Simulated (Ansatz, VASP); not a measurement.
## Two plane-wave programs on ZrS2

Contents of INCAR:

```
SYSTEM = ZrS2
  ALGO = Normal
  DIPOL = 0.5 0.5 0.388
  EDIFF = 1E-6
  ENCUT = 400
  GGA = PE
  GGA_COMPAT = .FALSE.
  IDIPOL = 3
  ISIF = 2
  ISMEAR = 0
  IVDW = 12
  LASPH = .TRUE.
  LCHARG = .FALSE.
  LDIPOL = .TRUE.
  LREAL = .FALSE.
  LWAVE = .FALSE.
  NBANDS = 33
  NELM = 120
  NELMDL = -8
  PREC = Accurate
  SIGMA = 0.05
```

File KPOINTS:

```
k-points
0
G
  9 9 1
  0 0 0
```

POSCAR

```
ZrS2
1.0
    3.6488396579      0.0000000000      0.0000000000
   -1.8244198290      3.1599878381      0.0000000000
    0.0000000000      0.0000000000     23.3343042660
S Zr
4 2
Direct
    0.6666666667      0.3333333333      0.1928491181
    0.3333333333      0.6666666667      0.3178647218
    0.5000000000      1.0000000000      0.4588588548
    0.8333333333      0.6666666667      0.5838744584
    0.0000000000      0.0000000000      0.2553569199
    1.1666666667      1.3333333333      0.5213666566
```

Input for Ansatz:

```yaml
crystal:
  lattice:
    - [3.6488396579, 0.0, 0.0]
    - [-1.824419829, 3.1599878381, 0.0]
    - [0.0, 0.0, 23.334304266]
  atoms:
    - { symbol: S, position: [0.6666666667, 0.3333333333, 0.1928491181] }
    - { symbol: Zr, position: [0.0, 0.0, 0.2553569199] }
    - { symbol: S, position: [0.3333333333, 0.6666666667, 0.3178647218] }
    - { symbol: S, position: [0.5, 1.0, 0.4588588548] }
    - { symbol: Zr, position: [1.1666666667, 1.3333333333, 0.5213666566] }
    - { symbol: S, position: [0.8333333333, 0.6666666667, 0.5838744584] }
basis:
  ecutwfc: 420
kpoints:
  mp_grid: { grid: [9, 9, 1] }
hamiltonian:
  xc: pbe
  pseudopotentials: { kind: paw, azcp: { folder: soft_1 } }
  dispersion: d3bj
scf:
  occupations: { method: gaussian, width: 0.05 }
output:
  forces: true
  eigenvalues: true
efield:
  axis: 3
  dipole_correction: true
  ramp_width: 0.04
```

Alike in both runs: task single point; functional PBE; dispersion D3(BJ); k mesh 9 × 9 × 1; occupations gaussian, width 0.05 eV; no spin polarisation.

|  | VASP | Ansatz |
| --- | --- | --- |
| version | VASP 6.6.1 | Ansatz 0.2.0 |
| potentials or method | VASP PAW PBE potentials, release 64 (S, Zr_sv), cutoff 400 eV | scalar-relativistic, plane waves, PAW |
| valence electrons in the cell | 48 | 48 |

|  | VASP | Ansatz | Ansatz less VASP |
| --- | --- | --- | --- |
| gap on the k mesh at the Fermi level (eV) | 1.03 | 1.03 | +0.003 |
| least direct gap on the mesh (eV) | 1.67 | 1.67 | -0.004 |
| rms of the force components (eV/Å) | 0.018 | 0.018 | +0.0001 |
